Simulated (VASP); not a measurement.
Set up this calculation in VASP 6.6.1, as the native input.

```
Task                   : single point
Functional             : PBEsol
Potentials or basis    : VASP PAW PBE potentials, release 64 (W_sv, C)
Cutoff                 : 520 eV
k mesh                 : 6 × 6 × 5
Occupations            : fermi-dirac, width 0.03 eV
Spin                   : no spin polarisation
Dipole correction      : no
Further INCAR settings : ALGO = Normal; EDIFF = 1e-06; NBANDS = 16
```

The structure of WC (Qusongite) lies in POSCAR:

```
WC
1.0
    2.9065000000      0.0000000000      0.0000000000
   -1.4532500000      2.5171028361      0.0000000000
    0.0000000000      0.0000000000      2.8366000000
W C
1 1
Direct
    0.0000000000      0.0000000000      0.0000000000
    0.6666666667      0.3333333333      0.5000000000
```

One way to write it, as run:

INCAR

```
PREC = Accurate
ENCUT = 520
EDIFF = 1E-6
ISMEAR = -1
SIGMA = 0.03
LREAL = False
LASPH = True
NELM = 60
ALGO = Normal
ISIF = 2
LWAVE = False
LCHARG = False
GGA = PS
NBANDS = 16
```

KPOINTS

```
Automatic mesh
0
Gamma
  6 6 5
```

Potentials or basis: VASP PAW PBE potentials, release 64 (W_sv, C).

Run with:

```sh
$ cat potpaw_PBE.64/W_sv/POTCAR potpaw_PBE.64/C/POTCAR > POTCAR
$ mpirun -np 1 vasp_std > vasp.out
```

Results of the run:

```json
{"Pressure": "-2.0 GPa", "Band gap on the k mesh": "zero (band 9 reaches 11.52 eV, above the bottom of band 10 at 10.48 eV)"}
```

Caveat: the k points lie up to 0.44 Å⁻¹ apart; the PAW data sets were made with another functional, which shifts forces and pressure a little; spin-orbit coupling is left out, which moves the levels of the heavy elements.

Wall time 3.3 s on 1 thread of Intel(R) Xeon(R) 6975P-C (Granite Rapids) (shared host), peak memory 0.14 GiB.
